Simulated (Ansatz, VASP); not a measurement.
## Two plane-wave programs on Mg2Si3N3

```
Mg Si N
1.0
    -2.43297    2.43297    4.14317
     2.43297   -2.43297    4.14317
     2.43297    2.43297   -4.14317
Mg Si N
2 3 3
Direct
  0.50000 0.00000 0.50000
  0.00000 0.50000 0.50000
  0.78699 0.78699 0.00000
  0.21301 0.21301 0.00000
  0.50000 0.50000 0.00000
  0.75000 0.25000 0.50000
  0.25000 0.75000 0.50000
  0.00000 0.00000 0.00000
```

Alike in both runs: functional PBE; k mesh 4 × 4 × 4; occupations gaussian, width 0.2 eV; no spin polarisation.

Ansatz relaxed the structure, and its values are those at the end. VASP's run is a single point on that final structure, the one shown.

|  | VASP | Ansatz |
| --- | --- | --- |
| version | VASP 6.6.1 | Ansatz 0.2.0 |
| potentials or method | VASP PAW PBE potentials, release 64 (Mg, Si, N), cutoff 600 eV | scalar-relativistic, plane waves, PAW |
| valence electrons in the cell | 31 | 47 |

VASP gave:

| Property | Result |
| --- | --- |
| gap on the k mesh at the Fermi level (eV) | none |
| pressure (GPa) | -0.4 |
| rms of the force components (eV/Å) | 0.004 |

Problem. What did Ansatz give for the same quantities?

Solution. gap on the k mesh at the Fermi level (eV): none; pressure (GPa): -0.2; rms of the force components (eV/Å): 0.000.

A gap of «none» marks a metal or a gap that the smearing closes. The functional is the same, so the differences come from potentials, cutoffs and numerics. VASP's potentials hold 31 valence electrons a cell and Ansatz's 47, so a difference there can come from the potentials and not from the codes.

The k mesh is coarse, so the values compare programs but aren't converged.
